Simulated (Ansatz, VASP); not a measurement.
# Ge in VASP and in Ansatz

```
Ge
1.0
     3.75591    0.00000    0.00000
    -1.87795    3.46033    0.00000
     0.00000    0.00000    6.60271
Ge
4
Direct
  0.66667 0.33333 0.06298
  0.33333 0.66667 0.56298
  0.66667 0.33333 0.43702
  0.33333 0.66667 0.93702
```

Change from the starting cell: strain -0.0600 x Voigt [1, 0, 0, 0, 0, 0], atoms carried along.

Alike in both runs: task single point; functional r2SCAN; k mesh 12 × 12 × 6; occupations gaussian, width 0.03 eV; no spin polarisation.

|  | VASP | Ansatz |
| --- | --- | --- |
| version | VASP 6.6.1 | Ansatz 0.2.0 |
| potentials or method | VASP PAW PBE potentials, release 64 (Ge_d), cutoff 520 eV | scalar-relativistic, plane waves, PAW |
| valence electrons in the cell | 56 | 56 |

|  | VASP | Ansatz | Ansatz less VASP |
| --- | --- | --- | --- |
| gap on the k mesh at the Fermi level (eV) | 0.06 | 0.07 | +0.017 |
| least direct gap on the mesh (eV) | 0.22 | 0.25 | +0.025 |
| pressure (GPa) | 5.6 | 5.5 | -0.08 |
| traceless stress, the component that is largest in VASP (GPa) | 7.92 | 7.95 | +0.028 |
| rms of the force components (eV/Å) | 0.390 | 0.383 | -0.0065 |

VASP's potentials were made for PBE, not for r2SCAN. Atom by atom the forces differ by 0.007 eV/Å (rms over components).
